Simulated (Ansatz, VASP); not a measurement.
## Ti3Al in VASP and in Ansatz

```xyz
4
Lattice="2.8290 0.0000 0.0000 -1.4145 2.4499 0.0000 0.0000 0.0000 10.6932" Properties=species:S:1:pos:R:3 pbc="T T T"
Ti    1.4145    0.8166    0.0000
Ti    0.0000    1.6333    8.0248
Ti    0.0000    1.6333    2.6684
Al    1.4145    0.8166    5.3466
```

Alike in both runs: task single point; functional PBE; k mesh 18 × 18 × 6; occupations gaussian, width 0.15 eV; no spin polarisation.

|  | VASP | Ansatz |
| --- | --- | --- |
| version | VASP 6.6.1 | Ansatz 0.2.0 |
| potentials or method | VASP PAW PBE potentials, release 64 (Ti_sv, Al), cutoff 520 eV | scalar-relativistic, plane waves, PAW |
| valence electrons in the cell | 39 | 39 |

|  | VASP | Ansatz | Ansatz less VASP |
| --- | --- | --- | --- |
| gap on the k mesh at the Fermi level (eV) | none | none | - |
| pressure (GPa) | -6.6 | -6.5 | +0.08 |
| traceless stress, the component that is largest in VASP (GPa) | -11.04 | -11.11 | -0.072 |
| rms of the force components (eV/Å) | 0.138 | 0.139 | +0.0014 |

Atom by atom the forces differ by 0.001 eV/Å (rms over components). A gap of «none» marks a metal or a gap that the smearing closes. The functional is the same, so the differences come from potentials, cutoffs and numerics.
